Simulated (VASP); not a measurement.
Here is a VASP 6.6.1 calculation.

INCAR

```
PREC = Accurate
ENCUT = 520
EDIFF = 1E-8
ISMEAR = 0
SIGMA = 0.01
LREAL = F
LASPH = T
NELM = 100
ALGO = Normal
ISIF = 2
LWAVE = F
LCHARG = F
GGA = CA
IBRION = 8
NSW = 1
```

Contents of KPOINTS:

```
regular mesh
0
Gamma
  10 10 10
```

The input POSCAR:

```
SiC
1.0
    0.0000000000      2.1859206207      2.1859206207
    2.1859206207      0.0000000000      2.1859206207
    2.1859206207      2.1859206207      0.0000000000
Si C
1 1
Direct
    0.0000000000      0.0000000000      0.0000000000
    0.7500000000      0.7500000000      0.7500000000
```

Potentials or basis: VASP PAW LDA potentials, release 64 (Si, C).

Run with:

```sh
$ cat potpaw_LDA.64/Si/POTCAR potpaw_LDA.64/C/POTCAR > POTCAR
$ mpirun -np 1 vasp_std > vasp.out
```

Estimate the highest phonon frequency at Γ, LO-TO splitting left out.

772 cm⁻¹.

Phonon frequencies in cm⁻¹ (negative: imaginary):
| q point | frequencies |
| --- | --- |
| (0.000, 0.000, 0.000) | 0 0 0 772 772 772 |

Caveat: the cell wasn't relaxed at this level first, which shifts response properties.
